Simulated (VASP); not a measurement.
A run of VASP 6.6.1 is set up as follows.

The input INCAR:

```
SYSTEM = MgO
PREC = Accurate ; ENCUT = 520
EDIFF = 1E-6 ; ISMEAR = 0
SIGMA = 0.05 ; LREAL = .False.
LASPH = .True. ; NELM = 60
ALGO = Normal ; ISIF = 2
LWAVE = .False. ; LCHARG = .False.
GGA = PS ; NBANDS = 16
```

KPOINTS

```
regular mesh
0
Gamma
  9 9 6
  0 0 0
```

Contents of POSCAR:

```
MgO
1.0
    3.5735373093      0.0000000000      0.0000000000
   -1.7867686547      3.0947740912      0.0000000000
    0.0000000000      0.0000000000      4.1780412200
Mg O
2 2
Direct
    0.6666666667      0.3333333333      0.7500000000
    0.3333333333      0.6666666667      0.2500000000
    0.6666666667      0.3333333333      0.2500000000
    0.3333333333      0.6666666667      0.7500000000
```

Potentials or basis: VASP PAW PBE potentials, release 64 (Mg, O).

Run with:

```bash
$ cat potpaw_PBE.64/Mg/POTCAR potpaw_PBE.64/O/POTCAR > POTCAR
$ mpirun -np 1 vasp_std > vasp.out
```

Problem. Predict the pressure.

Solution. -5.0 GPa.

Problem. Estimate the band gap on the k mesh.

Solution. 3.11 eV, direct.

Stress tensor (GPa, compression positive):
```
-6.17  0.00  0.00
 0.00 -6.17  0.00
 0.00  0.00 -2.76
```

Caveat: the cell differs from its parent crystal (strain +0.025 along x and y, +0.000 along z); the PAW data sets were made with another functional, which shifts forces and pressure a little.
